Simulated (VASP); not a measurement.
Here is a VASP 6.6.1 calculation.

Contents of INCAR:

```
PREC = Accurate
ENCUT = 520
EDIFF = 1E-7
ISMEAR = 0
SIGMA = 0.02
LREAL = Auto
LASPH = True
NELM = 150
ALGO = Normal
ISIF = 2
LWAVE = False
LCHARG = False
ISPIN = 2
MAGMOM = 7.35 7.35 7.35 7.35 7.35 7.35 0 0 0 0 0 0 0 0 0 0 0 0 0 0
LORBIT = 11
LMAXMIX = 6
GGA = PS
NBANDS = 110
KPAR = 2
```

Contents of KPOINTS:

```
Automatic mesh
0
Gamma
  2 2 2
  0.5 0.5 0.5
```

File POSCAR:

```
Eu6C3N6Cl5
1.0
    1.0308003888      0.0000000000     -6.9717596893
   -4.7726051498     -6.1694517148      0.0223326537
   -4.7726051498      6.1694517148      0.0223326537
Eu C N Cl
6 3 6 5
Direct
    0.2667578479      0.0164615128      0.3488663347
    0.2684772863      0.3497118777      0.0156384584
    0.2685682830      0.6832814629      0.6822086834
    0.7307451181      0.6563109444      0.9887886131
    0.7329508022      0.9841879633      0.6469664763
    0.7328093177      0.3146735495      0.3166214895
    0.5004896823      0.3343740818      0.6667490932
    0.5017512680      0.6678842681      0.3336613182
    0.5019037746      0.0012164681      0.0002662790
    0.5542353840      0.2168055144      0.5491808938
    0.5554492308      0.5490380849      0.2172837104
    0.5556935945      0.8848720955      0.8814441786
    0.4467825638      0.4519166929      0.7843458820
    0.4457819735      0.7845392154      0.4506034379
    0.4458366814      0.1181017527      0.1169040261
    0.8487329184      0.2968530148      0.9590877808
    0.8488508157      0.6266986207      0.6292660421
    0.1486070985      0.7102833613      0.0427353000
    0.1498252627      0.0401824474      0.7030925835
    0.1497332361      0.3707233237      0.3724670435
```

Potentials or basis: VASP PAW PBE potentials, release 64 (Eu, C, N, Cl).

The run is started by

```console
$ cat potpaw_PBE.64/Eu/POTCAR potpaw_PBE.64/C/POTCAR potpaw_PBE.64/N/POTCAR potpaw_PBE.64/Cl/POTCAR > POTCAR
$ mpirun -np 4 vasp_std > vasp.out
```

**Question.** Predict the pressure.

**Answer.** -0.7 GPa.

**Question.** What does it give for the net moment?

**Answer.** 41.00 μB per cell.

**Question.** Predict the site moments.

**Answer.** Eu +6.61, +6.63 (each value once); C +0.01, +0.02 (each value once); N -0.03; Cl -0.02, -0.03 (each value once) μB.

**Question.** What does it give for the largest force?

**Answer.** 0.205 eV/Å.

Stress tensor (GPa, compression positive):
```
-0.54  0.00 -0.10
 0.00 -0.76  0.00
-0.10  0.00 -0.90
```

Caveat: the k points lie up to 0.45 Å⁻¹ apart; the highest band is partly filled, so the run has too few bands; the PAW data sets were made with another functional, which shifts forces and pressure a little. The state reached can hang on the start; a lower one may exist.
